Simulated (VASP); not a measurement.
Set up this calculation in VASP 6.6.1, as the native input.

| Property | Result |
| --- | --- |
| Task | single point |
| Functional | PBE |
| Potentials or basis | VASP PAW PBE potentials, release 64 (Zr_sv, Ti_sv, B) |
| Cutoff | 520 eV |
| k mesh | 8 × 8 × 8 |
| Occupations | gaussian, width 0.1 eV |
| Spin | no spin polarisation |
| Dipole correction | no |
| Further INCAR settings | ALGO = Normal; EDIFF = 1e-07; NBANDS = 32 |

The structure of ZrTi2B3 lies in POSCAR:

```
ZrTi2B3
1.0
    3.6367701568      0.0000000000      0.0000000000
    0.0000000000      2.3252602572      4.4318046500
    0.0000000000     -2.3252602572      4.4318046500
Zr Ti B
1 2 3
Direct
    0.5000000000      0.9624742300      0.9624742300
    0.0000000000      0.6873782836      0.6873782836
    0.0000000000      0.3534680780      0.3534680780
    0.5000000000      0.0239252189      0.4146606695
    0.5000000000      0.5584602141      0.5584602141
    0.5000000000      0.4146606695      0.0239252189
```

These files were run (other wordings do the same):

INCAR

```
SYSTEM = ZrTi2B3
PREC = Accurate ; ENCUT = 520
EDIFF = 1E-7 ; ISMEAR = 0
SIGMA = 0.1 ; LREAL = .FALSE.
LASPH = .TRUE. ; NELM = 60
ALGO = Normal ; ISIF = 2
LWAVE = .FALSE. ; LCHARG = .FALSE.
GGA = PE ; NBANDS = 32
```

KPOINTS

```
regular mesh
0
G
  8 8 8
  0 0 0
```

Potentials or basis: VASP PAW PBE potentials, release 64 (Zr_sv, Ti_sv, B).

The run is started by

```sh
$ cat potpaw_PBE.64/Zr_sv/POTCAR potpaw_PBE.64/Ti_sv/POTCAR potpaw_PBE.64/B/POTCAR > POTCAR
$ mpirun -np 1 vasp_std > vasp.out
```

Results of the run:

```json
{
 "Pressure": "0.0 GPa",
 "Largest force": "0.008 eV/Å",
 "Band gap on the k mesh": "zero (an odd number of electrons rules out a gap without spin polarisation)"
}
```

It took 14 min on 1 thread of AMD EPYC 7R43 64-Core Processor (Zen 3), on a shared host, peak memory 0.35 GiB.
